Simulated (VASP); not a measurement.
A run of VASP 6.6.1 is set up as follows.

File POSCAR:

```
Pd
1.0
    0.0000000000      1.9465000000      1.9465000000
    1.9465000000      0.0000000000      1.9465000000
    1.9465000000      1.9465000000      0.0000000000
Pd
1
Direct
    0.0000000000      0.0000000000      0.0000000000
```

Contents of INCAR.step1:

```
  PREC = Accurate
  ENCUT = 590
  ISMEAR = -1
  SIGMA = 0.05
  LREAL = False
  LASPH = True
  NELM = 120
  NBANDS = 15
  GGA = PE
  ALGO = Normal
  EDIFF = 1E-5
  LWAVE = True
  LCHARG = False
  GGA_COMPAT = False
```

INCAR.step2

```
  PREC = Accurate
  ENCUT = 590
  EDIFF = 1E-6
  ISMEAR = -1
  SIGMA = 0.05
  LREAL = False
  LASPH = True
  NELM = 120
  ALGO = Normal
  ISIF = 2
  LWAVE = False
  LCHARG = False
  METAGGA = R2SCAN
  LMIXTAU = True
  NBANDS = 15
  ISTART = 1
  GGA_COMPAT = False
```

The input KPOINTS:

```
Automatic mesh
0
Gamma
  10 10 10
```

Potentials or basis: VASP PAW PBE potentials, release 64 (Pd_sv_GW).

Run with:

```bash
$ cat potpaw_PBE.64/Pd_sv_GW/POTCAR > POTCAR
$ cp INCAR.step1 INCAR
$ mpirun -np 1 vasp_std > vasp.out
$ cp INCAR.step2 INCAR
$ mpirun -np 1 vasp_std > vasp.out
```

Problem. What does it give for the band gap on the k mesh?

Solution. Zero (band 9 reaches 8.58 eV, above the bottom of band 10 at 6.91 eV).

Problem. Predict the pressure.

Solution. 0.7 GPa.

Caveat: the PAW data sets were made with another functional, which shifts forces and pressure a little.
